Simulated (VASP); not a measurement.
Input of a VASP 6.6.1 run:

INCAR

```
SYSTEM = Ti
PREC     = Accurate       ! precision mode
ENCUT    = 520            ! plane-wave cutoff, eV
EDIFF    = 1E-7           ! SCF threshold, eV
ISMEAR   = -1             ! smearing method
SIGMA    = 0.05           ! smearing width, eV
LREAL    = .False.        ! projectors in reciprocal space
LASPH    = .True.         ! aspherical terms in the spheres
NELM     = 80             ! most SCF steps
ALGO     = Normal         ! electronic algorithm
ISIF     = 2              ! what is computed and relaxed
LWAVE    = .False.        ! write WAVECAR
LCHARG   = .False.        ! write CHGCAR
GGA      = PS             ! functional
NBANDS   = 25             ! bands
```

Contents of KPOINTS:

```
Automatic mesh
0
Gamma
  8 8 11
  0 0 0
```

The input POSCAR:

```
Ti
1.0
    4.5159988964      0.0000000000      0.0000000000
   -2.2579994482      3.9109697678      0.0000000000
    0.0000000000      0.0000000000      2.7973522342
Ti
3
Direct
    0.0000000000      0.0000000000      0.0000000000
    0.3333333333      0.6666666667      0.5000000000
    0.6666666667      0.3333333333      0.5000000000
```

Potentials or basis: VASP PAW PBE potentials, release 64 (Ti_sv).

Launch:

```console
$ cat potpaw_PBE.64/Ti_sv/POTCAR > POTCAR
$ mpirun -np 1 vasp_std > vasp.out
```

(1) Predict the band gap on the k mesh.

(2) Predict the pressure.

## Answers

(1) zero (bands 18 and 19 overlap by 0.35 eV).

(2) -0.3 GPa.

Caveat: the PAW data sets were made with another functional, which shifts forces and pressure a little.
